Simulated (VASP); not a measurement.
Si, 4 atoms in the cell. It takes space group P6_3/mmc (No. 194, hexagonal). Conventional cell: a = 3.578 Å, b = 3.578 Å, c = 7.101 Å, α = 90.00°, β = 90.00°, γ = 120.00°. Si (site symmetry 3m) has 4 Si at 2.31 to 2.52 Å within 3.1 Å. This isn't the form of Si at room conditions, which is diamond. This cell differs from its parent crystal: atoms shifted along a free coordinate, c/a of the conventional cell at fixed volume 1.9850.

- Program: VASP 6.6.1
- Task: single point
- Functional: LDA
- Potentials or basis: VASP PAW LDA potentials, release 64 (Si)
- Cutoff: 520 eV
- k mesh: 12 × 12 × 6
- Occupations: gaussian, width 0.03 eV
- Spin: no spin polarisation
- Dipole correction: no
- Further INCAR settings: ALGO = Normal; EDIFF = 1e-06; NBANDS = 16

Potentials or basis: VASP PAW LDA potentials, release 64 (Si).

Launch:

```bash
$ cat potpaw_LDA.64/Si/POTCAR > POTCAR
$ mpirun -np 1 vasp_std > vasp.out
```

Hardware: 1 thread of Intel Xeon 8259CL (shared host).

Q: Estimate the wall time of this run.

A: It took 2.4 min on 1 thread of Intel Xeon 8259CL, with other jobs on the host, peak memory 0.2 GiB. Counts: scf iterations 15, k points 76.
